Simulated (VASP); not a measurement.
Input of a VASP 6.6.1 run:

The input INCAR:

```
PREC     = Accurate       # precision mode
ENCUT    = 600            # plane-wave cutoff, eV
EDIFF    = 1E-7           # SCF threshold, eV
ISMEAR   = -1             # smearing method
SIGMA    = 0.1            # smearing width, eV
LREAL    = F              # projectors in reciprocal space
LASPH    = T              # aspherical terms in the spheres
NELM     = 100            # most SCF steps
ALGO     = Normal         # electronic algorithm
ISIF     = 4              # what is computed and relaxed
LWAVE    = F              # write WAVECAR
LCHARG   = F              # write CHGCAR
GGA      = PE             # functional
IBRION   = 2              # ionic algorithm
NSW      = 50             # ionic steps
EDIFFG   = -0.005         # ionic threshold
```

File KPOINTS:

```
Automatic mesh
0
Gamma
  15 15 15
```

Contents of POSCAR:

```
Ti
1.0
   -1.9134625980      1.9134625980      1.0742734761
    1.9134625980     -1.9134625980      1.0742734761
    1.9134625980      1.9134625980     -1.0742734761
Ti
2
Direct
   -0.3750000000     -0.1250000000     -0.2500000000
    0.3750000000      0.1250000000      0.2500000000
```

Potentials or basis: VASP PAW PBE potentials, release 64 (Ti_sv).

Run with:

```bash
$ cat potpaw_PBE.64/Ti_sv/POTCAR > POTCAR
$ mpirun -np 1 vasp_std > vasp.out
```

Question: What does it give for the band gap on the k mesh?

Answer: Zero (bands 12 and 13 overlap by 3.03 eV).

Step by step:
```tsv
step	energy change (eV)	largest force (eV/Å)	pressure (GPa)	volume (Å³)
1	0.0000	0.0000	305.72	15.73
2	-0.0012	0.0000	306.18	15.73
3	-0.0014	0.0000	306.02	15.73
```

Caveat: atoms lie so close that the PAW spheres overlap strongly, which falsifies energies and pressures.
